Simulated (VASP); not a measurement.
Write the native input for VASP 6.6.1 that does the following.

- Task: relaxation of cell and atoms
- Functional: BLYP
- Dispersion: D4
- Potentials or basis: VASP PAW PBE potentials, release 64 (Pt, Se)
- Cutoff: 600 eV
- k mesh: 8 × 8 × 5
- Occupations: fermi-dirac, width 0.05 eV
- Spin: no spin polarisation
- Dipole correction: no
- Further INCAR settings: ALGO = Normal; EDIFF = 1e-06; IBRION = 2; EDIFFG = -0.01; NSW = 60; ISIF = 3

The structure of PtSe2 (Sudovikovite) lies in POSCAR:

```
PtSe2
1.0
    3.7240000000      0.0000000000      0.0000000000
   -1.8620000000      3.2250786037      0.0000000000
    0.0000000000      0.0000000000      5.0620000000
Pt Se
1 2
Direct
    0.0000000000      0.0000000000      0.0000000000
    0.6666666667      0.3333333333      0.7500000000
    0.3333333333      0.6666666667      0.2500000000
```

These files were run (other wordings do the same):

INCAR

```
AGGAC = 1.0
AGGAX = 1.0
ALDAC = 0.0
ALDAX = 1.0
ALGO = Normal
EDIFF = 1E-6
EDIFFG = -0.01
ENCUT = 600
GGA = B5
IBRION = 2
ISIF = 3
ISMEAR = -1
IVDW = 13
LASPH = T
LCHARG = F
LREAL = F
LWAVE = F
NELM = 80
NSW = 60
PREC = Accurate
SIGMA = 0.05
VDW_A1 = 0.44488865
VDW_A2 = 4.0933009
VDW_S6 = 1.0
VDW_S8 = 2.34076671
```

KPOINTS

```
k-points
0
Gamma
  8 8 5
```

Potentials or basis: VASP PAW PBE potentials, release 64 (Pt, Se).

Launch:

```bash
$ cat potpaw_PBE.64/Pt/POTCAR potpaw_PBE.64/Se/POTCAR > POTCAR
$ mpirun -np 1 vasp_std > vasp.out
```

Results of the run:

```json
{"Relaxed volume": "20.42 Å³/atom", "Relaxed cell": "a = 3.804 Å, b = 3.804 Å, c = 4.890 Å, α = 90.00°, β = 90.00°, γ = 120.00°", "Space group after relaxing (to 0.05 Å)": "P-3m1 (No. 164)", "Energy gained by relaxing": "45.8 meV/atom", "Ionic steps": "17", "Pressure after relaxing": "0.0 GPa", "Band gap on the k mesh": "zero (band 11 reaches 7.43 eV, above the bottom of band 12 at 6.69 eV)", "Dispersion energy per atom": "-0.962 eV"}
```

Caveat: the PAW data sets were made with another functional, which shifts forces and pressure a little; spin-orbit coupling is left out, which moves the levels of the heavy elements; pairwise dispersion overbinds metals, which lowers pressure and volume.

It took 5.7 min on 1 thread of Intel(R) Xeon(R) 6975P-C (Granite Rapids) (shared host), peak memory 0.23 GiB.
